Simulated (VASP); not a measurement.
# ZnInGaO4 (nc): single point with PBE

ZnInGaO4 (nc):

```
Zn In Ga O
1.0
     1.68033    0.97014    8.71341
    -1.68033    0.97014    8.71341
     0.00000   -1.94027    8.71341
Zn In Ga O
1 1 1 4
Direct
  0.21838 0.21838 0.21838
  0.00277 0.00277 0.00277
  0.78703 0.78703 0.78703
  0.29514 0.29514 0.29514
  0.71136 0.71136 0.71136
  0.12172 0.12172 0.12172
  0.86360 0.86360 0.86360
```

| Quantity | Value |
| --- | --- |
| Program | VASP 6.6.1 |
| Task | single point |
| Functional | PBE |
| Potentials or basis | VASP PAW PBE potentials, release 64 (Zn, In_d, Ga_d, O) |
| Cutoff | 520 eV |
| k mesh | 6 × 6 × 6 |
| Occupations | gaussian, width 0.1 eV |
| Spin | no spin polarisation |
| Dipole correction | no |
| Further INCAR settings | ALGO = Normal; EDIFF = 1e-07; NBANDS = 40 |

- Pressure: 0.0 GPa
- Largest force: 0.077 eV/Å
- Band gap on the k mesh: 1.05 eV, direct

Forces on the atoms (eV/Å):
```
Zn   0.000  0.000  0.041
In   0.000  0.000  0.045
Ga   0.000  0.000  0.020
O    0.000  0.000  0.028
O    0.000  0.000 -0.050
O    0.000  0.000 -0.077
O    0.000  0.000 -0.007
```

Stress tensor (GPa, compression positive):
```
 0.07  0.00  0.00
 0.00  0.07  0.00
 0.00  0.00 -0.02
```

Levels at points of the mesh, in eV from the valence-band top:
```tsv
k point	band 29	band 30	band 31	band 32	band 33	band 34
(0.00, 0.00, 0.00)	-0.52	0.00	0.00	1.05	4.18	4.85
(0.50, 0.00, 0.00)	-1.07	-0.52	-0.27	5.08	5.73	6.46
(0.50, 0.50, 0.00)	-1.08	-0.78	-0.45	5.18	5.58	6.47
(0.50, 0.50, 0.50)	-0.79	0.00	0.00	2.43	2.80	5.11
```

It took 6.2 min on 1 thread of Intel(R) Xeon(R) 6975P-C (Granite Rapids) (shared host), peak memory 0.75 GiB.

Caveat: spin-orbit coupling is left out, which moves the levels of the heavy elements. A hybrid or GW would open this gap; PBE tends to underestimate it.
